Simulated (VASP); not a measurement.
# I (Im-3m) in VASP: notebook

I is run at these levels: PBE; tasks: single point.

Everything below comes from runs of VASP 6.6.1. Logs are shortened: lines on timing, memory, paths and dates and some standing lists are left out, and cuts for length are marked.

## (1) The cell of the first run

It takes space group Im-3m (No. 229, cubic). The conventional cell has a = 3.253 Å, b = 3.253 Å, c = 3.253 Å, α = 90.00°, β = 90.00°, γ = 90.00°. Within 3.7 Å of I (site symmetry m-3m) lie 14 I at 2.82 to 3.25 Å.

## (2) Single point, PBE

Contents of INCAR:

```
SYSTEM = I
ALGO     = Normal         ! electronic algorithm
EDIFF    = 1E-6           ! SCF threshold, eV
ENCUT    = 500            ! plane-wave cutoff, eV
GGA      = PE             ! functional
GGA_COMPAT= .FALSE.      
ISIF     = 2              ! what is computed and relaxed
ISMEAR   = -1             ! smearing method
LASPH    = .TRUE.         ! aspherical terms in the spheres
LCHARG   = .FALSE.        ! write CHGCAR
LREAL    = .FALSE.        ! projectors in reciprocal space
LWAVE    = .FALSE.        ! write WAVECAR
NBANDS   = 10             ! bands
NELM     = 120            ! most SCF steps
PREC     = Accurate       ! precision mode
SIGMA    = 0.05           ! smearing width, eV
```

Contents of KPOINTS:

```
k-points
0
G
  17 17 17
  0 0 0
```

Contents of POSCAR:

```
I
1.0
   -1.6265088958      1.6265088958      1.6265088958
    1.6265088958     -1.6265088958      1.6265088958
    1.6265088958      1.6265088958     -1.6265088958
I
1
Direct
    0.0000000000      0.0000000000      0.0000000000
```

Potentials or basis: VASP PAW PBE potentials, release 64 (I).

Launch:

```
$ cat potpaw_PBE.64/I/POTCAR > POTCAR
$ mpirun -np 1 vasp_std > vasp.out
```

OUTCAR:

```text
SYSTEM = I
   EDIFF = 1E-6
   ENCUT = 500
   GGA = PE
   ISIF = 2
   ISMEAR = -1
   LASPH = .TRUE.
   LREAL = .FALSE.
   NELM = 120
   PREC = Accurate

 ion  position               nearest neighbor table
   1  0.000  0.000  0.000-

  LATTYP: Found a body centered cubic cell.
 ALAT       =     3.2530177916

  Lattice vectors:

 A1 = (  -1.6265088958,   1.6265088958,   1.6265088958)
 A2 = (   1.6265088958,  -1.6265088958,   1.6265088958)
 A3 = (   1.6265088958,   1.6265088958,  -1.6265088958)

Analysis of symmetry for initial positions (statically):
=====================================================================
 Subroutine PRICEL returns:
 Original cell was already a primitive cell.

 Routine SETGRP: Setting up the symmetry group for a
 body centered cubic supercell.

 Subroutine GETGRP returns: Found 48 space group operations
 (whereof 48 operations were pure point group operations)
 out of a pool of 48 trial point group operations.

The static configuration has the point symmetry O_h .

Analysis of symmetry for dynamics (positions and initial velocities):
=====================================================================
 Subroutine PRICEL returns:
 Original cell was already a primitive cell.

 Routine SETGRP: Setting up the symmetry group for a
 body centered cubic supercell.

 Subroutine GETGRP returns: Found 48 space group operations
 (whereof 48 operations were pure point group operations)
 out of a pool of 48 trial point group operations.

The dynamic configuration has the point symmetry O_h .

 Subroutine INISYM returns: Found 48 space group operations
 (whereof 48 operations are pure point group operations),
 and found     1 'primitive' translations

----------------------------------------------------------------------------------------

                                     Primitive cell

  volume of cell :      17.2119

  direct lattice vectors                    reciprocal lattice vectors
    -1.626508896  1.626508896  1.626508896     0.000000000  0.307406865  0.307406865
     1.626508896 -1.626508896  1.626508896     0.307406865  0.000000000  0.307406865
     1.626508896  1.626508896 -1.626508896     0.307406865  0.307406865  0.000000000

  length of vectors
     2.817196046  2.817196046  2.817196046     0.434738957  0.434738957  0.434738957

  position of ions in fractional coordinates (direct lattice)
[... 79 lines left out ...]
   EDIFFG = 0.1E-04   stopping-criterion for IOM
   NSW    =      0    number of steps for IOM
   IBRION =     -1    ionic relax: 0-MD 1-quasi-New 2-CG
   NFREE  =      0    steps in history (QN), initial steepest desc. (CG)
   ISIF   =      2    stress and relaxation
   ISYM   =      2    0-nonsym 1-usesym 2-fastsym
   POTIM  = 0.5000    time-step for ionic-motion
   TEBEG  =    0.0;   TEEND  =   0.0 temperature during run
   PSTRESS=    0.0 pullay stress
   NELECT =       7.0000    total number of electrons
   NUPDOWN=      -1.0000    fix difference up-down
   EMIN   =  10.00;   EMAX   =-10.00  energy-range for DOS
   EFERMI =   0.00;   METHOD = LEGACY
   ISMEAR =    -1;   SIGMA  =   0.05  broadening in eV -4-tet -1-fermi 0-gaus
   EFERMI_NEDOS =   21; number of points for ismear=-14 and -15
   IALGO  =     38    algorithm
   IMIX   =      4    mixing-type and parameters
     AMIX     =   0.40;   BMIX     =  1.00
     AMIX_MAG =   1.60;   BMIX_MAG =  1.00
  volume/ion in A,a.u.               =      17.21       116.15
  Fermi-wavevector in a.u.,A,eV,Ry     =   1.212917  2.292081 20.016450  1.471168
  Thomas-Fermi vector in A             =   2.348386
   LORBIT       =      0    0 simple, 1 ext, 2 COOP (PROOUT), +10 PAW based schemes
   GGA     = PE    functional components
   LHFCALC =     F    Hartree Fock is set to
   AEXX    =    0.0000 exact exchange contribution
   IVDW    =     0    specifies the selected vdW correction
   LEPSILON=     F    determine dielectric tensor
   LRPA    =     F    only Hartree local field effects (RPA)
 non-spin polarized calculation
  energy-cutoff  :      500.00
  volume of cell :       17.21
 maximum number of plane-waves:       453
 NGX is ok and might be reduce to    24
   NGX = 11   NGY = 11   NGZ = 11

 number of electron       7.0000001 magnetization

 Free energy of the ion-electron system (eV)
  ---------------------------------------------------
  ext. energy  EPLUGINS =         0.00000000
  ---------------------------------------------------
  free energy    TOTEN  =         2.09982821 eV

  energy without entropy =        2.10497647  energy(sigma->0) =        2.10240234

 E-fermi :  17.3869     XC(G=0): -12.5686

 val. band max:       17.3658614201   @ k =  -0.4118  -0.4706   0.1176
 cond. band min:      17.3990063237   @ k =   0.0588   0.0588   0.0588
 fundamental gap:      0.0331449036
 Fermi energy:        17.3869135191

 k-point     1 :       0.0000    0.0000    0.0000
  band No.  band energies     occupation
      1      -3.8687      2.00000
      2      20.9837      0.00000
      3      20.9837      0.00000
      4      20.9837      0.00000
      5      27.2052      0.00000
      6      27.2052      0.00000
      7      27.2052      0.00000
      8      27.9249      0.00000
      9      27.9249      0.00000
     10      27.9249      0.00000
[... 287 lines left out ...]
 k-point    24 :       0.1765    0.1765    0.0000
  band No.  band energies     occupation
      1      -1.1943      2.00000
      2      11.9855      2.00000
      3      14.4354      2.00000
      4      18.0225      0.00001
      5      24.3238      0.00000
      6      25.2273      0.00000
      7      28.5326      0.00000
      8      30.3678      0.00000
      9      33.3080      0.00000
     10      33.9571      0.00000

 [... further k-points ...]

------------------------ aborting loop because EDIFF is reached ----------------------------------------

  FORCE on cell =-STRESS in cart. coord.  units (eV):
  Direction    XX          YY          ZZ          XY          YZ          ZX
  --------------------------------------------------------------------------------------
  -------------------------------------------------------------------------------------
  Total       11.7727376     11.7727376     11.7727376     -0.0000000      0.0000000      0.0000000
  in kB     1095.8692105   1095.8692105   1095.8692105     -0.0000000      0.0000000      0.0000000
  external PRESSURE =    1095.8692105 kB  Pullay stress =       0.0000000 kB

 VOLUME and BASIS-vectors are now :
 -----------------------------------------------------------------------------
  energy-cutoff  :      500.00
  volume of cell :       17.21
      direct lattice vectors                 reciprocal lattice vectors
    -1.626508896  1.626508896  1.626508896     0.000000000  0.307406865  0.307406865
     1.626508896 -1.626508896  1.626508896     0.307406865  0.000000000  0.307406865
     1.626508896  1.626508896 -1.626508896     0.307406865  0.307406865  0.000000000

 POSITION                                       TOTAL-FORCE (eV/Angst)
 -----------------------------------------------------------------------------------
      0.00000      0.00000      0.00000        -0.000000     -0.000000     -0.000000
 -----------------------------------------------------------------------------------
    total drift:                                0.000000     -0.000000     -0.000000

  FREE ENERGIE OF THE ION-ELECTRON SYSTEM (eV)
  ---------------------------------------------------
  free  energy   TOTEN  =         2.0998282086 eV

  energy  without entropy=        2.1049764691  energy(sigma->0) =        2.10240234
```

Wall time 13 s (1 thread of Intel Xeon Platinum 8488C (Sapphire Rapids), shared host); peak memory 0.15 GiB.

What came out:

- Free energy: 2.0998 eV
- Pressure: 109.6 GPa
- Band gap on the k mesh: zero (an odd number of electrons rules out a gap without spin polarisation)

Levels at points of the mesh, in eV from the Fermi level:
```
           k point  band 1  band 2  band 3  band 4  band 5  band 6  band 7  band 8
(0.00, 0.00, 0.00)  -21.26    3.60    3.60    3.60    9.82    9.82    9.82   10.54
```

Caveat: the cell stands under pressure; spin-orbit coupling is left out, which moves the levels of the heavy elements; an odd number of electrons without spin polarisation forces a metal; a magnetic or distorted state may lie lower.

## (3) Single point, PBE

Contents of INCAR:

```
PREC = Accurate
ENCUT = 500
EDIFF = 1E-6
ISMEAR = -1
SIGMA = 0.05
LREAL = F
LASPH = T
NELM = 120
ALGO = Normal
ISIF = 2
LWAVE = F
LCHARG = F
GGA = PE
NBANDS = 10
GGA_COMPAT = F
```

Contents of KPOINTS:

```
Automatic mesh
0
Gamma
  17 17 17
```

POSCAR is that of step 2.

Potentials or basis: VASP PAW PBE potentials, release 64 (I).

Launch:

```
$ cat potpaw_PBE.64/I/POTCAR > POTCAR
$ mpirun -np 1 vasp_std > vasp.out
```

Wall time 12 s (1 thread of Intel Xeon Platinum 8488C (Sapphire Rapids), shared host); peak memory 0.15 GiB.

The run converged. Its results:

* Free energy: 2.0998 eV
* Pressure: 109.6 GPa
* Band gap on the k mesh: zero (an odd number of electrons rules out a gap without spin polarisation)

Levels at points of the mesh, in eV from the Fermi level:
| k point | band 1 | band 2 | band 3 | band 4 | band 5 | band 6 | band 7 | band 8 |
| --- | --- | --- | --- | --- | --- | --- | --- | --- |
| (0.00, 0.00, 0.00) | -21.26 | 3.60 | 3.60 | 3.60 | 9.82 | 9.82 | 9.82 | 10.54 |

Caveat: the cell stands under pressure; spin-orbit coupling is left out, which moves the levels of the heavy elements; an odd number of electrons without spin polarisation forces a metal; a magnetic or distorted state may lie lower.
